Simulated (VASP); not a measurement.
Write the native input for VASP 6.6.1 that does the following.

```yaml
Task: single point
Functional: PBEsol
Potentials_or_basis: VASP PAW PBE potentials, release 64 (Al, Pt)
Cutoff: 520 eV
k_mesh: 12 × 12 × 12
Occupations: gaussian, width 0.1 eV
Spin: no spin polarisation
Dipole_correction: no
Further_INCAR_settings: ALGO = Normal; EDIFF = 1e-06; NBANDS = 15
```

The structure of Al2Pt lies in POSCAR:

```
Al2Pt
1.0
    0.0000000000      2.9482572954      2.9482572954
    2.9482572954      0.0000000000      2.9482572954
    2.9482572954      2.9482572954      0.0000000000
Al Pt
2 1
Direct
    0.2500000000      0.2500000000      0.2500000000
    0.7500000000      0.7500000000      0.7500000000
    0.0000000000      0.0000000000      0.0000000000
```

The input as run:

INCAR

```
SYSTEM = Al2Pt
  PREC = Accurate
  ENCUT = 520
  EDIFF = 1E-6
  ISMEAR = 0
  SIGMA = 0.1
  LREAL = .FALSE.
  LASPH = .TRUE.
  NELM = 80
  ALGO = Normal
  ISIF = 2
  LWAVE = .FALSE.
  LCHARG = .FALSE.
  GGA = PS
  NBANDS = 15
```

KPOINTS

```
Automatic mesh
0
G
  12 12 12
  0 0 0
```

Potentials or basis: VASP PAW PBE potentials, release 64 (Al, Pt).

Command:

```sh
$ cat potpaw_PBE.64/Al/POTCAR potpaw_PBE.64/Pt/POTCAR > POTCAR
$ mpirun -np 1 vasp_std > vasp.out
```

It gave:

```
Pressure               : 0.0 GPa
Band gap on the k mesh : zero (band 8 reaches 11.67 eV, above the bottom of band 9 at 6.25 eV)
```

Caveat: the PAW data sets were made with another functional, which shifts forces and pressure a little; spin-orbit coupling is left out, which moves the levels of the heavy elements.

It took 25 s on 1 thread of AMD EPYC 9R45 (Zen 5), with other jobs on the host, peak memory 0.18 GiB.
